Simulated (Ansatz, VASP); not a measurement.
**Al: VASP beside Ansatz**

```
CELL_PARAMETERS angstrom
-2.18748 2.18748 3.09560
2.18748 -2.18748 3.09560
2.18748 2.18748 -3.09560
ATOMIC_POSITIONS crystal
Al 0.59242 0.59242 0.00000
Al 0.34272 0.84272 0.50000
Al 0.84272 0.34272 0.50000
```

Alike in both runs: functional PBE; k mesh 6 × 6 × 6; occupations gaussian, width 0.1 eV; no spin polarisation.

Ansatz relaxed the structure, and its values are those at the end. VASP's run is a single point on that final structure, the one shown.

|  | VASP | Ansatz |
| --- | --- | --- |
| version | VASP 6.6.1 | Ansatz 0.2.0 |
| potentials or method | VASP PAW PBE potentials, release 64 (Al), cutoff 520 eV | scalar-relativistic, plane waves, PAW |
| valence electrons in the cell | 9 | 9 |

```tsv
	VASP	Ansatz	Ansatz less VASP
gap on the k mesh at the Fermi level (eV)	none	none	-
pressure (GPa)	0.1	0.1	+0.03
rms of the force components (eV/Å)	0.005	0.005	0.0000
```

A gap of «none» marks a metal or a gap that the smearing closes. With one functional, cell and mesh, what is left measures potentials, basis and numerics.
